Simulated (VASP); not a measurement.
# CuI (P4/nmm) in VASP: notebook

The runs below take CuI through single point, with LDA.

Program: VASP 6.6.1. These are calculated values, not measurements. Logs are shortened: lines on timing, memory, paths and dates and some standing lists are left out, and cuts for length are marked.

### 1 The cell of the first run

The structure is tetragonal, space group P4/nmm (No. 129). Conventional cell: a = 4.007 Å, b = 4.007 Å, c = 6.418 Å, α = 90.00°, β = 90.00°, γ = 90.00°. I (site symmetry 4mm) has 4 Cu at 2.59 Å within 3.4 Å. Within 3.4 Å of Cu (site symmetry -4m2) lie 4 I at 2.59 Å and 4 Cu at 2.83 Å.

### 2 Single point, LDA (25.76 Å³/atom)

Input file INCAR:

```
SYSTEM = CuI
PREC     = Accurate       ! precision mode
ENCUT    = 520            ! plane-wave cutoff, eV
EDIFF    = 1E-6           ! SCF threshold, eV
ISMEAR   = -1             ! smearing method
SIGMA    = 0.05           ! smearing width, eV
LREAL    = .False.        ! projectors in reciprocal space
LASPH    = .True.         ! aspherical terms in the spheres
NELM     = 100            ! most SCF steps
ALGO     = Normal         ! electronic algorithm
ISIF     = 2              ! what is computed and relaxed
LWAVE    = .False.        ! write WAVECAR
LCHARG   = .False.        ! write CHGCAR
GGA      = CA             ! functional
NBANDS   = 26             ! bands
```

Input file KPOINTS:

```
regular mesh
0
Gamma
  7 7 4
  0 0 0
```

Input file POSCAR:

```
CuI
1.0
    4.0066993696      0.0000000000      0.0000000000
    0.0000000000      4.0066993696      0.0000000000
    0.0000000000      0.0000000000      6.4177172878
I Cu
2 2
Direct
    0.0000000000      0.5000000000      0.7430343600
    0.5000000000      0.0000000000      0.2569656400
    0.0000000000      0.0000000000      0.0000000000
    0.5000000000      0.5000000000      0.0000000000
```

Potentials or basis: VASP PAW LDA potentials, release 64 (I, Cu).

Run with:

```
cat potpaw_LDA.64/I/POTCAR potpaw_LDA.64/Cu/POTCAR > POTCAR
mpirun -np 1 vasp_std > vasp.out
```

OUTCAR:

```text
SYSTEM = CuI
   PREC = Accurate
   ENCUT = 520
   EDIFF = 1E-6
   ISMEAR = -1
   LREAL = .False.
   LASPH = .True.
   NELM = 100
   ISIF = 2
   GGA = CA

 ion  position               nearest neighbor table
   1  0.000  0.500  0.743-   3 2.59   4 2.59   3 2.59   4 2.59
   2  0.500  0.000  0.257-   3 2.59   4 2.59   4 2.59   3 2.59
   3  0.000  0.000  0.000-   1 2.59   2 2.59   1 2.59   2 2.59
   4  0.500  0.500  0.000-   1 2.59   2 2.59   2 2.59   1 2.59

  LATTYP: Found a simple tetragonal cell.
 ALAT       =     4.0066993696
 C/A-ratio  =     1.6017466487

  Lattice vectors:

 A1 = (   4.0066993696,   0.0000000000,   0.0000000000)
 A2 = (   0.0000000000,   4.0066993696,   0.0000000000)
 A3 = (   0.0000000000,   0.0000000000,   6.4177172878)

Analysis of symmetry for initial positions (statically):
=====================================================================
 Subroutine PRICEL returns:
 Original cell was already a primitive cell.

 Routine SETGRP: Setting up the symmetry group for a
 simple tetragonal supercell.

 Subroutine GETGRP returns: Found 16 space group operations
 (whereof  8 operations were pure point group operations)
 out of a pool of 16 trial point group operations.

The static configuration has the point symmetry D_2d.
 The point group associated with its full space group is D_4h.

Analysis of symmetry for dynamics (positions and initial velocities):
=====================================================================
 Subroutine PRICEL returns:
 Original cell was already a primitive cell.

 Routine SETGRP: Setting up the symmetry group for a
 simple tetragonal supercell.

 Subroutine GETGRP returns: Found 16 space group operations
 (whereof  8 operations were pure point group operations)
 out of a pool of 16 trial point group operations.

The dynamic configuration has the point symmetry D_2d.
 The point group associated with its full space group is D_4h.

 Subroutine INISYM returns: Found 16 space group operations
 (whereof  8 operations are pure point group operations),
 and found     1 'primitive' translations

----------------------------------------------------------------------------------------

                                     Primitive cell

  volume of cell :     103.0277

  direct lattice vectors                    reciprocal lattice vectors
     4.006699370  0.000000000  0.000000000     0.249581990  0.000000000  0.000000000
     0.000000000  4.006699370  0.000000000     0.000000000  0.249581990  0.000000000
     0.000000000  0.000000000  6.417717288     0.000000000  0.000000000  0.155818643

  length of vectors
     4.006699370  4.006699370  6.417717288     0.249581990  0.249581990  0.155818643

  position of ions in fractional coordinates (direct lattice)
     0.000000000  0.500000000  0.743034360
     0.500000000  0.000000000  0.256965640
     0.000000000  0.000000000  0.000000000
     0.500000000  0.500000000  0.000000000

  ion indices of the primitive-cell ions
   primitive index   ion index
                 1           1
                 2           2
                 3           3
                 4           4

----------------------------------------------------------------------------------------

 KPOINTS: regular mesh

Automatic generation of k-mesh.
 Grid dimensions read from file:
 generate k-points for:    7    7    4

 Generating k-lattice:

  Cartesian coordinates                     Fractional coordinates (reciprocal lattice)
     0.035654570  0.000000000  0.000000000     0.142857143  0.000000000  0.000000000
     0.000000000  0.035654570  0.000000000     0.000000000  0.142857143  0.000000000
     0.000000000  0.000000000  0.038954661     0.000000000  0.000000000  0.250000000

  Length of vectors
     0.035654570  0.035654570  0.038954661

  Shift w.r.t. Gamma in fractional coordinates (k-lattice)
     0.000000000  0.000000000  0.000000000

 Subroutine IBZKPT returns following result:
 ===========================================

 Found     30 irreducible k-points:

 Following reciprocal coordinates:
            Coordinates               Weight
  0.000000  0.000000  0.000000      1.000000
  0.142857  0.000000  0.000000      4.000000
  0.285714  0.000000  0.000000      4.000000
  0.428571  0.000000  0.000000      4.000000
  0.142857  0.142857  0.000000      4.000000
  0.285714  0.142857  0.000000      8.000000
[... 16 lines left out ...]
  0.285714  0.000000  0.500000      4.000000
  0.428571  0.000000  0.500000      4.000000
 [... further k-points ...]
   k-points           NKPTS =     30   k-points in BZ     NKDIM =     30   number of bands    NBANDS=     26
   number of dos      NEDOS =    301   number of ions     NIONS =      4
   total plane-waves  NPLWV =  43200
   dimension x,y,z NGX =    30 NGY =   30 NGZ =   48
   dimension x,y,z NGXF=    60 NGYF=   60 NGZF=   96
   ions per type =               2   2
   NGX,Y,Z   is equivalent  to a cutoff of  12.45, 12.45, 12.43 a.u.
   NGXF,Y,Z  is equivalent  to a cutoff of  24.90, 24.90, 24.87 a.u.
 SYSTEM =  CuI
   PREC   = accura    normal or accurate (medium, high low for compatibility)
   ISTART =      0    job   : 0-new  1-cont  2-samecut
   ICHARG =      2    charge: 1-file 2-atom 10-const
   ISPIN  =      1    spin polarized calculation?
   LNONCOLLINEAR =      F non collinear calculations
   LSORBIT =      F    spin-orbit coupling
   LASPH  =      T    aspherical Exc in radial PAW
   ENCUT  =  520.0 eV  38.22 Ry    6.18 a.u.   7.45  7.45 11.93*2*pi/ulx,y,z
   NELM   =    100;   NELMIN=  2; NELMDL= -5     # of ELM steps
   EDIFF  = 0.1E-05   stopping-criterion for ELM
   LREAL  =      F    real-space projection
   EDIFFG = 0.1E-04   stopping-criterion for IOM
   NSW    =      0    number of steps for IOM
   IBRION =     -1    ionic relax: 0-MD 1-quasi-New 2-CG
   NFREE  =      0    steps in history (QN), initial steepest desc. (CG)
   ISIF   =      2    stress and relaxation
   ISYM   =      2    0-nonsym 1-usesym 2-fastsym
   POTIM  = 0.5000    time-step for ionic-motion
   TEBEG  =    0.0;   TEEND  =   0.0 temperature during run
   PSTRESS=    0.0 pullay stress
   NELECT =      36.0000    total number of electrons
   NUPDOWN=      -1.0000    fix difference up-down
   EMIN   =  10.00;   EMAX   =-10.00  energy-range for DOS
   EFERMI =   0.00;   METHOD = LEGACY
   ISMEAR =    -1;   SIGMA  =   0.05  broadening in eV -4-tet -1-fermi 0-gaus
   EFERMI_NEDOS =   21; number of points for ismear=-14 and -15
   IALGO  =     38    algorithm
   IMIX   =      4    mixing-type and parameters
     AMIX     =   0.40;   BMIX     =  1.00
     AMIX_MAG =   1.60;   BMIX_MAG =  1.00
  volume/ion in A,a.u.               =      25.76       173.82
  Fermi-wavevector in a.u.,A,eV,Ry     =   1.153075  2.178996 18.090067  1.329582
  Thomas-Fermi vector in A             =   2.289722
   LORBIT       =      0    0 simple, 1 ext, 2 COOP (PROOUT), +10 PAW based schemes
   GGA     = CA    functional components
   LHFCALC =     F    Hartree Fock is set to
   AEXX    =    0.0000 exact exchange contribution
   IVDW    =     0    specifies the selected vdW correction
   LEPSILON=     F    determine dielectric tensor
   LRPA    =     F    only Hartree local field effects (RPA)
 non-spin polarized calculation
  energy-cutoff  :      520.00
  volume of cell :      103.03
 maximum number of plane-waves:      2808
 NGX is ok and might be reduce to    30
   NGX = 15   NGY = 15   NGZ = 23

 number of electron      36.0000038 magnetization

 Free energy of the ion-electron system (eV)
  ---------------------------------------------------
  ext. energy  EPLUGINS =         0.00000000
  ---------------------------------------------------
  free energy    TOTEN  =       -13.92591492 eV

  energy without entropy =      -13.92591492  energy(sigma->0) =      -13.92591492

 E-fermi :   5.7285     XC(G=0):  -9.6242

 val. band max:        4.9112400318   @ k =   0.0000   0.0000   0.0000
 cond. band min:       6.4691550330   @ k =   0.0000   0.0000   0.0000
 fundamental gap:      1.5579150012
 Fermi energy:         5.7284869729

 k-point     1 :       0.0000    0.0000    0.0000
  band No.  band energies     occupation
      1      -9.3629      2.00000
      2      -8.5535      2.00000
      3      -1.2559      2.00000
      4       0.7865      2.00000
      5       0.9906      2.00000
      6       0.9906      2.00000
[... 18 lines left out ...]
     25      13.4646      0.00000
     26      13.5222      0.00000

 k-point     2 :       0.1429    0.0000    0.0000
  band No.  band energies     occupation
      1      -9.2759      2.00000
      2      -8.5320      2.00000
      3      -1.1147      2.00000
      4       0.7457      2.00000
      5       0.7528      2.00000
      6       1.0163      2.00000
[... 18 lines left out ...]
     25      13.2463      0.00000
     26      13.6562      0.00000

 k-point     3 :       0.2857    0.0000    0.0000
  band No.  band energies     occupation
      1      -9.0467      2.00000
      2      -8.5066      2.00000
      3      -0.7475      2.00000
      4       0.0469      2.00000
      5       0.2256      2.00000
      6       0.8815      2.00000
[... 18 lines left out ...]
     25      11.9054      0.00000
     26      12.6276      0.00000

 k-point     4 :       0.4286    0.0000    0.0000
  band No.  band energies     occupation
      1      -8.7692      2.00000
      2      -8.5681      2.00000
      3      -0.5722      2.00000
      4      -0.5108      2.00000
      5       0.1574      2.00000
      6       0.6347      2.00000
[... 18 lines left out ...]
     25      11.5212      0.00000
     26      11.7728      0.00000
[... 496 lines left out ...]
      1      -9.0825      2.00000
      2      -8.7730      2.00000
      3      -0.5201      2.00000
      4      -0.0078      2.00000
      5       0.7673      2.00000
      6       0.9221      2.00000
[... 18 lines left out ...]
     25      10.8019      0.00000
     26      13.1314      0.00000

 k-point    23 :       0.2857    0.0000    0.5000
  band No.  band energies     occupation
      1      -8.8975      2.00000
      2      -8.6748      2.00000
      3      -0.7427      2.00000
      4      -0.3976      2.00000
      5       0.7138      2.00000
      6       0.9441      2.00000
[... 18 lines left out ...]
     25      11.8129      0.00000
     26      11.9866      0.00000

 k-point    24 :       0.4286    0.0000    0.5000
  band No.  band energies     occupation
      1      -8.7049      2.00000
      2      -8.6225      2.00000
      3      -1.0235      2.00000
      4      -0.9212      2.00000
      5       0.8823      2.00000
      6       0.9591      2.00000
[... 18 lines left out ...]
     25      12.4252      0.00000
     26      13.1289      0.00000

 [... further k-points ...]
[... 5 lines left out ...]
  --------------------------------------------------------------------------------------
  -------------------------------------------------------------------------------------
  Total       -0.4016446     -0.4016446     -0.1663916      0.0000000      0.0000000      0.0000000
  in kB       -6.2459495     -6.2459495     -2.5875445      0.0000000      0.0000000      0.0000000
  external PRESSURE =      -5.0264812 kB  Pullay stress =       0.0000000 kB

 VOLUME and BASIS-vectors are now :
 -----------------------------------------------------------------------------
  energy-cutoff  :      520.00
  volume of cell :      103.03
      direct lattice vectors                 reciprocal lattice vectors
     4.006699370  0.000000000  0.000000000     0.249581990  0.000000000  0.000000000
     0.000000000  4.006699370  0.000000000     0.000000000  0.249581990  0.000000000
     0.000000000  0.000000000  6.417717288     0.000000000  0.000000000  0.155818643

 POSITION                                       TOTAL-FORCE (eV/Angst)
 -----------------------------------------------------------------------------------
      0.00000      2.00335      4.76858         0.000000      0.000000     -0.092051
      2.00335      0.00000      1.64913         0.000000      0.000000      0.092051
      0.00000      0.00000      0.00000         0.000000      0.000000      0.000000
      2.00335      2.00335      0.00000        -0.000000      0.000000      0.000000
 -----------------------------------------------------------------------------------
    total drift:                                0.000000      0.000000      0.000000

  FREE ENERGIE OF THE ION-ELECTRON SYSTEM (eV)
  ---------------------------------------------------
  free  energy   TOTEN  =       -13.9259149234 eV

  energy  without entropy=      -13.9259149170  energy(sigma->0) =      -13.92591492
```

Wall time 1.9 min (1 thread of Intel Xeon 8259CL, shared host); peak memory 0.21 GiB.

Results:

| Item | Value |
| --- | --- |
| Free energy | -13.9259 eV |
| Pressure | -0.5 GPa |
| Largest force | 0.092 eV/Å |
| Band gap on the k mesh | 1.56 eV |

Forces in eV/Å, atoms in the order of the input:
```
I    0.000  0.000 -0.092
I    0.000  0.000  0.092
Cu   0.000  0.000  0.000
Cu   0.000  0.000  0.000
```

Caveat: spin-orbit coupling is left out, which moves the levels of the heavy elements.

[end of part 1 of 2]
